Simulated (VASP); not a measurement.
A run of VASP 6.6.1:

The input INCAR:

```
PREC = Accurate
ENCUT = 520
EDIFF = 1E-6
ISMEAR = 0
SIGMA = 0.05
LREAL = Auto
LASPH = True
NELM = 120
ALGO = Normal
ISIF = 2
LWAVE = False
LCHARG = False
GGA = CA
NELECT = 190.0
NBANDS = 117
GGA_COMPAT = False
```

Contents of KPOINTS:

```
Automatic mesh
0
Gamma
  2 2 2
```

Contents of POSCAR:

```
Si11O24
1.0
   -2.4986500000      4.3277890000      5.4572000000
    4.9973000000      0.0000000000      5.4572000000
    4.9973000000      8.6555780000      0.0000000000
Si O
11 24
Direct
    0.7765818404      0.2321360804      0.1079256566
    0.1730914181      0.1650341568      0.1717368495
    0.5785819026      0.0787851616      0.9459042404
    0.7620835912      0.2469779099      0.6114350912
    0.1769488050      0.1678981707      0.6668707374
    0.5837952537      0.0984037153      0.4368209814
    0.6348758504      0.6651570629      0.4266721549
    0.0270731441      0.5885840161      0.2268162445
    0.2423727908      0.7521044161      0.9032111788
    0.6914229195      0.6601727344      0.8949749801
    0.1115068055      0.5885068971      0.7099074791
    0.9904796285      0.1239650257      0.1306448776
    0.3505188214      0.1510695127      0.0155435024
    0.1218871829      0.7474999044      0.0701046067
    0.2436576780      1.0355843892      0.3092506479
    0.0881418106      0.4003880681      0.1592448793
    0.7206806979      0.1266694435      0.0145862050
    0.9835217588      0.1664041134      0.6292007542
    0.3637255393      0.1689568642      0.5289041060
    0.2791222799      0.6987648001      0.5768073081
    0.2157896809      0.9773319694      0.8016929153
    0.1461089004      0.3595534907      0.7220654396
    0.7310643030      0.1448895852      0.5042067160
    0.4063401769      0.6421185024      0.4450412537
    0.7735298617      0.6516932030      0.2648507270
    0.6170317878      0.2204357304      0.2666661899
    0.7064767207      0.4825766151      0.5575031993
    0.6292381235      0.8645482455      0.4612108012
    0.0826546978      0.5705966143      0.3669239219
    0.4814914870      0.6627679247      0.8751228759
    0.8696393741      0.6745377229      0.7417839169
    0.6156132467      0.1881709174      0.7721483685
    0.7578591528      0.4606636070      0.0135171197
    0.6541269288      0.8447884364      0.9583373801
    0.1582818389      0.6248587932      0.8441453943
```

Potentials or basis: VASP PAW LDA potentials, release 64 (Si, O).

The run is started by

```sh
$ cat potpaw_LDA.64/Si/POTCAR potpaw_LDA.64/O/POTCAR > POTCAR
$ mpirun -np 1 vasp_std > vasp.out
```

Hardware: 1 thread of Intel Xeon 8259CL, with other jobs on the host.

Problem. Estimate the wall time of this run.

Solution. It took 26 min on 1 thread of Intel Xeon 8259CL (shared host), peak memory 0.57 GiB. Counts: scf iterations 17, k points 8.
